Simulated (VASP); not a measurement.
Wanted: the native input for a VASP 6.6.1 run.

| Quantity | Value |
| --- | --- |
| Task | single point |
| Functional | PBE |
| Potentials or basis | VASP PAW PBE potentials, release 64 (Sn_d) |
| Cutoff | 500 eV |
| k mesh | 7 × 5 × 7 |
| Occupations | fermi-dirac, width 0.02 eV |
| Spin | no spin polarisation |
| Dipole correction | no |
| Further INCAR settings | ALGO = Normal; EDIFF = 1e-06; NBANDS = 36 |

The structure of Sn lies in POSCAR:

```
Sn
1.0
   -3.3279730294      3.3279730294      0.0000000000
    0.0000000000      0.0000000000      6.6559460589
    3.3279730294      3.3279730294      0.0000000000
Sn
4
Direct
    0.5000000000      0.3750000000      0.2500000000
    0.0000000000      0.8750000000      0.7500000000
    0.0000000000      0.1250000000      0.2500000000
    0.5000000000      0.6250000000      0.7500000000
```

This isn't the form of Sn at room conditions, which is tetragonal (white tin).

One way to write it, as run:

INCAR

```
SYSTEM = Sn
ALGO = Normal
EDIFF = 1E-6
ENCUT = 500
GGA = PE
GGA_COMPAT = .FALSE.
ISIF = 2
ISMEAR = -1
LASPH = .TRUE.
LCHARG = .FALSE.
LREAL = .FALSE.
LWAVE = .FALSE.
NBANDS = 36
NELM = 120
PREC = Accurate
SIGMA = 0.02
```

KPOINTS

```
k-points
0
G
  7 5 7
  0 0 0
```

Potentials or basis: VASP PAW PBE potentials, release 64 (Sn_d).

Command:

```sh
$ cat potpaw_PBE.64/Sn_d/POTCAR > POTCAR
$ mpirun -np 1 vasp_std > vasp.out
```

Results of the run:

```
Pressure               : 0.0 GPa
Band gap on the k mesh : zero (bands 28 and 29 overlap by 0.16 eV)
```

Caveat: spin-orbit coupling is left out, which moves the levels of the heavy elements.

It took 72 s on 1 thread of Intel(R) Xeon(R) Platinum 8488C (Sapphire Rapids) (shared host), peak memory 0.28 GiB.
